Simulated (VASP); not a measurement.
# Na3C: single point with PBEsol

The system is Na3C, a slab with vacuum.

```xyz
4
Lattice="3.6090 0.0000 0.0000 -1.2030 3.4026 0.0000 0.0000 0.0000 24.8935" Properties=species:S:1:pos:R:3 pbc="T T T"
Na    1.2030    1.7013    8.5000
Na    0.0000    0.0000   11.3857
Na    1.2030    1.7013   14.4001
C     1.2030    1.7013   16.7812
```

| Quantity | Value |
| --- | --- |
| Program | VASP 6.6.1 |
| Task | single point |
| Functional | PBEsol |
| Potentials or basis | VASP PAW PBE potentials, release 64 (Na_pv, C) |
| Cutoff | 520 eV |
| k mesh | 9 × 9 × 1 |
| Occupations | gaussian, width 0.1 eV |
| Spin | no spin polarisation |

- Largest force: 0.019 eV/Å
- Band gap on the k mesh: zero (an odd number of electrons rules out a gap without spin polarisation)

Forces in eV/Å, atoms in the order of the input:
```
Na   0.000  0.000  0.009
Na   0.000  0.000 -0.012
Na   0.000  0.000 -0.017
C    0.000  0.000  0.019
```

Levels at points of the mesh, in eV from the Fermi level:
```csv
k point,band 9,band 10,band 11,band 12,band 13,band 14,band 15,band 16,band 17,band 18
"(0.00, 0.00, 0.00)",-24.24,-8.57,-2.94,-1.86,-0.67,0.29,0.97,1.25,2.01,3.05
```

Run time: 9.3 min on 1 thread of Intel Xeon 8259CL, with other jobs on the host, peak memory 0.46 GiB.

Caveat: the PAW data sets were made with another functional, which shifts forces and pressure a little.
